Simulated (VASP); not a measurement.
The system is MnO.

```
Mn O
1.0
     0.00000    2.17851    2.17851
     2.17851    0.00000    2.17851
     2.17851    2.17851    0.00000
Mn O
1 1
Direct
  0.00000 0.00000 0.00000
  0.50000 0.50000 0.50000
```

Base run:

| Property | Result |
| --- | --- |
| Program | VASP 6.6.1 |
| Functional | PBE |
| Potentials or basis | VASP PAW PBE potentials, release 64 (Mn_pv, O) |
| Cutoff | 520 eV |
| k mesh | 10 × 10 × 10 |
| Occupations | fermi-dirac, width 0.05 eV |
| Spin | collinear spin, ferromagnetic start |
| Starting moments | [4.0, 0.0] μB |

Its results: pressure 6.9 GPa; net moment 4.58 μB per cell; site moments Mn +4.18; O +0.19 μB.

Question: After a change of settings the same cell gave: pressure 11.8 GPa; net moment 4.97 μB per cell; site moments Mn +4.51; O +0.25 μB. Which change was it?
A. functional from PBE to PBEsol; further incar settings from ALGO = Normal; EDIFF = 1e-06; NBANDS = 20 to ALGO = Normal; EDIFF = 1e-07; NBANDS = 20
B. functional from PBE to LDA; potentials or basis from VASP PAW PBE potentials, release 64 (Mn_pv, O) to VASP PAW LDA potentials, release 64 (Mn_pv, O)
C. functional from PBE to r2SCAN
D. functional from PBE to RPBE; dispersion from none to D4

Answer: C.

Caveats: a cell with one magnetic atom can't hold antiferromagnetic order, which such compounds often take; the PAW data sets were made with another functional, which shifts forces and pressure a little (some runs).
